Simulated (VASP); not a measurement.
# InSb (F-43m) in VASP: settings compared, part 2 of 2

VASP 6.6.1.

## Step 3: Single point, PBE+D4

This run uses another cell than the first one, of 33.98 Å³/atom, 1.021 times its volume.

Input file INCAR:

```
PREC = Accurate
ENCUT = 520
EDIFF = 1E-6
ISMEAR = 0
SIGMA = 0.05
LREAL = False
LASPH = True
NELM = 100
ALGO = Normal
ISIF = 2
LWAVE = False
LCHARG = False
GGA = PE
IVDW = 13
NBANDS = 16
```

Input file KPOINTS:

```
Automatic mesh
0
Gamma
  6 6 6
```

Input file POSCAR:

```
InSb
1.0
    0.0000000000      3.2391003701      3.2391003701
    3.2391003701      0.0000000000      3.2391003701
    3.2391003701      3.2391003701      0.0000000000
In Sb
1 1
Direct
    0.0000000000      0.0000000000      0.0000000000
    0.7500000000      0.7500000000      0.7500000000
```

Potentials or basis: VASP PAW PBE potentials, release 64 (In_d, Sb).

Launch:

```
cat potpaw_PBE.64/In_d/POTCAR potpaw_PBE.64/Sb/POTCAR > POTCAR
mpirun -np 1 vasp_std > vasp.out
```

OUTCAR:

```text
PREC = Accurate
   ENCUT = 520
   EDIFF = 1E-6
   ISMEAR = 0
   LREAL = False
   LASPH = True
   NELM = 100
   ISIF = 2
   GGA = PE
   IVDW = 13

 ion  position               nearest neighbor table
   1  0.000  0.000  0.000-   2 2.81   2 2.81   2 2.81   2 2.81
   2  0.750  0.750  0.750-   1 2.81   1 2.81   1 2.81   1 2.81

  LATTYP: Found a face centered cubic cell.
 ALAT       =     6.4782007402

  Lattice vectors:

 A1 = (   0.0000000000,   3.2391003701,   3.2391003701)
 A2 = (   3.2391003701,   0.0000000000,   3.2391003701)
 A3 = (   3.2391003701,   3.2391003701,   0.0000000000)

Analysis of symmetry for initial positions (statically):
=====================================================================
 Subroutine PRICEL returns:
 Original cell was already a primitive cell.

 Routine SETGRP: Setting up the symmetry group for a
 face centered cubic supercell.

 Subroutine GETGRP returns: Found 24 space group operations
 (whereof 24 operations were pure point group operations)
 out of a pool of 48 trial point group operations.

The static configuration has the point symmetry T_d .

Analysis of symmetry for dynamics (positions and initial velocities):
=====================================================================
 Subroutine PRICEL returns:
 Original cell was already a primitive cell.

 Routine SETGRP: Setting up the symmetry group for a
 face centered cubic supercell.

 Subroutine GETGRP returns: Found 24 space group operations
 (whereof 24 operations were pure point group operations)
 out of a pool of 48 trial point group operations.

The dynamic configuration has the point symmetry T_d .

 Subroutine INISYM returns: Found 24 space group operations
 (whereof 24 operations are pure point group operations),
 and found     1 'primitive' translations

----------------------------------------------------------------------------------------

                                     Primitive cell

  volume of cell :      67.9678

  direct lattice vectors                    reciprocal lattice vectors
     0.000000000  3.239100370  3.239100370    -0.154363849  0.154363849  0.154363849
     3.239100370  0.000000000  3.239100370     0.154363849 -0.154363849  0.154363849
     3.239100370  3.239100370  0.000000000     0.154363849  0.154363849 -0.154363849

  length of vectors
     4.580779673  4.580779673  4.580779673     0.267366029  0.267366029  0.267366029

  position of ions in fractional coordinates (direct lattice)
     0.000000000  0.000000000  0.000000000
     0.750000000  0.750000000  0.750000000

  ion indices of the primitive-cell ions
   primitive index   ion index
                 1           1
                 2           2

----------------------------------------------------------------------------------------

 KPOINTS: Automatic mesh

Automatic generation of k-mesh.
 Grid dimensions read from file:
 generate k-points for:    6    6    6

 Generating k-lattice:

  Cartesian coordinates                     Fractional coordinates (reciprocal lattice)
    -0.025727308  0.025727308  0.025727308     0.166666667  0.000000000  0.000000000
     0.025727308 -0.025727308  0.025727308     0.000000000  0.166666667  0.000000000
     0.025727308  0.025727308 -0.025727308     0.000000000  0.000000000  0.166666667

  Length of vectors
     0.044561005  0.044561005  0.044561005

  Shift w.r.t. Gamma in fractional coordinates (k-lattice)
     0.000000000  0.000000000  0.000000000

 Subroutine IBZKPT returns following result:
 ===========================================

 Found     16 irreducible k-points:

 Following reciprocal coordinates:
            Coordinates               Weight
  0.000000  0.000000  0.000000      1.000000
  0.166667  0.000000  0.000000      8.000000
  0.333333  0.000000  0.000000      8.000000
  0.500000  0.000000  0.000000      4.000000
  0.166667  0.166667  0.000000      6.000000
  0.333333  0.166667  0.000000     24.000000
[... 8 lines left out ...]
 -0.333333  0.333333  0.166667     24.000000
 -0.333333  0.500000  0.166667     12.000000
   k-points           NKPTS =     16   k-points in BZ     NKDIM =     16   number of bands    NBANDS=     16
   number of dos      NEDOS =    301   number of ions     NIONS =      2
   total plane-waves  NPLWV =  46656
   dimension x,y,z NGX =    36 NGY =   36 NGZ =   36
   dimension x,y,z NGXF=    72 NGYF=   72 NGZF=   72
   ions per type =               1   1
   NGX,Y,Z   is equivalent  to a cutoff of  13.07, 13.07, 13.07 a.u.
   NGXF,Y,Z  is equivalent  to a cutoff of  26.13, 26.13, 26.13 a.u.
 SYSTEM =  unknown system
   PREC   = accura    normal or accurate (medium, high low for compatibility)
   ISTART =      0    job   : 0-new  1-cont  2-samecut
   ICHARG =      2    charge: 1-file 2-atom 10-const
   ISPIN  =      1    spin polarized calculation?
   LNONCOLLINEAR =      F non collinear calculations
   LSORBIT =      F    spin-orbit coupling
   LASPH  =      T    aspherical Exc in radial PAW
   ENCUT  =  520.0 eV  38.22 Ry    6.18 a.u.   8.52  8.52  8.52*2*pi/ulx,y,z
   NELM   =    100;   NELMIN=  2; NELMDL= -5     # of ELM steps
   EDIFF  = 0.1E-05   stopping-criterion for ELM
   LREAL  =      F    real-space projection
   EDIFFG = 0.1E-04   stopping-criterion for IOM
   NSW    =      0    number of steps for IOM
   IBRION =     -1    ionic relax: 0-MD 1-quasi-New 2-CG
   NFREE  =      0    steps in history (QN), initial steepest desc. (CG)
   ISIF   =      2    stress and relaxation
   ISYM   =      2    0-nonsym 1-usesym 2-fastsym
   POTIM  = 0.5000    time-step for ionic-motion
   TEBEG  =    0.0;   TEEND  =   0.0 temperature during run
   PSTRESS=    0.0 pullay stress
   NELECT =      18.0000    total number of electrons
   NUPDOWN=      -1.0000    fix difference up-down
   EMIN   =  10.00;   EMAX   =-10.00  energy-range for DOS
   EFERMI =   0.00;   METHOD = LEGACY
   ISMEAR =     0;   SIGMA  =   0.05  broadening in eV -4-tet -1-fermi 0-gaus
   EFERMI_NEDOS =   21; number of points for ismear=-14 and -15
   IALGO  =     38    algorithm
   IMIX   =      4    mixing-type and parameters
     AMIX     =   0.40;   BMIX     =  1.00
     AMIX_MAG =   1.60;   BMIX_MAG =  1.00
  volume/ion in A,a.u.               =      33.98       229.33
  Fermi-wavevector in a.u.,A,eV,Ry     =   1.051311  1.986690 15.037908  1.105255
  Thomas-Fermi vector in A             =   2.186349
   LORBIT       =      0    0 simple, 1 ext, 2 COOP (PROOUT), +10 PAW based schemes
   GGA     = PE    functional components
   LHFCALC =     F    Hartree Fock is set to
   AEXX    =    0.0000 exact exchange contribution
   IVDW    =    13    specifies the selected vdW correction
   LEPSILON=     F    determine dielectric tensor
   LRPA    =     F    only Hartree local field effects (RPA)
 non-spin polarized calculation
 Gauss-broadening in eV      SIGMA  =   0.05
  energy-cutoff  :      520.00
  volume of cell :       67.97
 maximum number of plane-waves:      1853
 NGX is ok and might be reduce to    36
   NGX = 17   NGY = 17   NGZ = 17

 number of electron      17.9999993 magnetization

 Free energy of the ion-electron system (eV)
  ---------------------------------------------------
  ext. energy  EPLUGINS =         0.00000000
  ---------------------------------------------------
  free energy    TOTEN  =        -6.88398878 eV

  energy without entropy =       -6.88363169  energy(sigma->0) =       -6.88381023

 E-fermi :   5.1321     XC(G=0):  -8.6829

 val. band max:        5.1168373938   @ k =   0.0000   0.0000   0.0000
 cond. band min:       5.6528426023   @ k =   0.5000   0.0000   0.0000
 fundamental gap:      0.5360052085
 Fermi energy:         5.1320657742

 k-point     1 :       0.0000    0.0000    0.0000
  band No.  band energies     occupation
      1      -9.4962      2.00000
      2      -9.4962      2.00000
      3      -9.4962      2.00000
      4      -9.4112      2.00000
      5      -9.4112      2.00000
      6      -5.6033      2.00000
[... 8 lines left out ...]
     15      13.3938      0.00000
     16      13.3938      0.00000
[... 267 lines left out ...]
 k-point    16 :      -0.3333    0.5000    0.1667
  band No.  band energies     occupation
      1      -9.5669      2.00000
      2      -9.4631      2.00000
      3      -9.4542      2.00000
      4      -9.4238      2.00000
      5      -9.4065      2.00000
      6      -3.5951      2.00000
[... 8 lines left out ...]
     15      14.9012      0.00000
     16      15.6093      0.00000

------------------------ aborting loop because EDIFF is reached ----------------------------------------

  DFT-D4 for vdW energy calculation

  Edisp (eV):   -0.71934

  FORCE on cell =-STRESS in cart. coord.  units (eV):
  Direction    XX          YY          ZZ          XY          YZ          ZX
  --------------------------------------------------------------------------------------
  -------------------------------------------------------------------------------------
  Total       0.55775     0.55775     0.55775     0.00000     0.00000    -0.00000
  in kB      13.14752    13.14752    13.14752     0.00000     0.00000    -0.00000
  external pressure =       13.15 kB  Pullay stress =        0.00 kB

 VOLUME and BASIS-vectors are now :
 -----------------------------------------------------------------------------
  energy-cutoff  :      520.00
  volume of cell :       67.97
      direct lattice vectors                 reciprocal lattice vectors
     0.000000000  3.239100370  3.239100370    -0.154363849  0.154363849  0.154363849
     3.239100370  0.000000000  3.239100370     0.154363849 -0.154363849  0.154363849
     3.239100370  3.239100370  0.000000000     0.154363849  0.154363849 -0.154363849

 POSITION                                       TOTAL-FORCE (eV/Angst)
 -----------------------------------------------------------------------------------
      0.00000      0.00000      0.00000        -0.000000     -0.000000     -0.000000
      4.85865      4.85865      4.85865         0.000000      0.000000      0.000000
 -----------------------------------------------------------------------------------
    total drift:                                0.000000      0.000000      0.000000

  FREE ENERGIE OF THE ION-ELECTRON SYSTEM (eV)
  ---------------------------------------------------
  free  energy   TOTEN  =        -7.6033241496 eV

  energy  without entropy=       -7.6029670609  energy(sigma->0) =       -7.60314561
```

Wall time 8.9 s (1 thread of Intel Xeon 6975P-C (Granite Rapids), shared host); peak memory 0.21 GiB.

Results:

- Free energy: -7.6033 eV
- Pressure: 1.3 GPa
- Band gap on the k mesh: zero (filled and empty bands touch)
- Dispersion energy per atom: -0.360 eV

Levels at points of the mesh, in eV from the Fermi level:
```
           k point  band 6  band 7  band 8  band 9  band 10  band 11  band 12  band 13
(0.00, 0.00, 0.00)  -10.74   -0.20   -0.02   -0.02    -0.02     2.94     2.94     2.94
(0.50, 0.00, 0.00)   -9.37   -5.64   -1.02   -1.02     0.52     3.79     3.79     6.08
(0.50, 0.50, 0.00)   -8.75   -5.94   -2.28   -2.28     1.31     1.33     8.14     8.14
```

Caveat: spin-orbit coupling is left out, which moves the levels of the heavy elements; pairwise dispersion overbinds metals, which lowers pressure and volume.

## Step 4: How close it comes

Step 3. Measured gap of InSb: 0.24 eV (quoted in “Electronic Structure and Epitaxy of CdTe Shells on InSb Nanowires”, 2021, arxiv:2111.05126). This calculation gives 0.00 eV (-0.24 eV). Spin-orbit coupling on In, Sb is left out. The value is that of PBE+D4 on a finite k mesh, which can miss the band edges, without temperature or zero-point motion. Semilocal functionals fall short of measured gaps as a rule.
